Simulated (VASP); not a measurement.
Crystal: Nb.

```
CELL_PARAMETERS angstrom
-1.65278 1.65278 1.65278
1.65278 -1.65278 1.65278
1.65278 1.65278 -1.65278
ATOMIC_POSITIONS crystal
Nb 0.00000 0.00000 0.00000
```

This cell differs from its parent crystal: volume scaled by 0.98.

Base run:

| Item | Value |
| --- | --- |
| Program | VASP 6.6.1 |
| Functional | LDA |
| Potentials or basis | VASP PAW LDA potentials, release 64 (Nb_sv) |
| Cutoff | 500 eV |
| k mesh | 11 × 11 × 11 |
| Occupations | fermi-dirac, width 0.05 eV |
| Spin | no spin polarisation |

Its results: pressure -8.7 GPa.

Q: The run is repeated on the same cell with these changes: occupations from fermi-dirac, width 0.05 eV to methfessel-paxton, width 0.01 eV; hubbard terms from none to Nb d U = 4.0 eV. What comes out?

A: Pressure 2.1 GPa.

Caveats: U without spin polarisation on a metal has little footing (some runs); the U is typed as a test and isn't derived for this compound (some runs).
